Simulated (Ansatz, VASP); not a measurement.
# One calculation of TlCl, two programs

```
Tl Cl
1.0
     3.79363    0.00000    0.00000
     0.00000    3.79363    0.00000
     0.00000    0.00000    3.79363
Tl Cl
1 1
Direct
  0.00000 0.00000 0.00000
  0.50000 0.50000 0.50000
```

Alike in both runs: task single point; functional HSE06; k mesh 4 × 4 × 4; occupations fermi-dirac, width 0.001 eV; no spin polarisation.

|  | VASP | Ansatz |
| --- | --- | --- |
| version | VASP 6.6.1 | Ansatz 0.2.0 |
| potentials or method | VASP PAW PBE potentials, release 64 (Tl_d, Cl) | plane waves |
| plane-wave cutoff (eV) | 400 | 420 |
| valence electrons in the cell | 20 | 20 |

Ansatz gave:

| Quantity | Value |
| --- | --- |
| gap on the k mesh at the Fermi level (eV) | 2.74 |
| pressure (GPa) | 2.0 |

**Question.** Estimate VASP's values.

**Answer.** gap on the k mesh at the Fermi level (eV): 2.74; pressure (GPa): 1.9.

With one functional, cell and mesh, what is left measures potentials, basis and numerics. Ansatz's warnings: stress exchange threshold loose, stress scf threshold loose.

Neither program's run includes spin-orbit coupling.
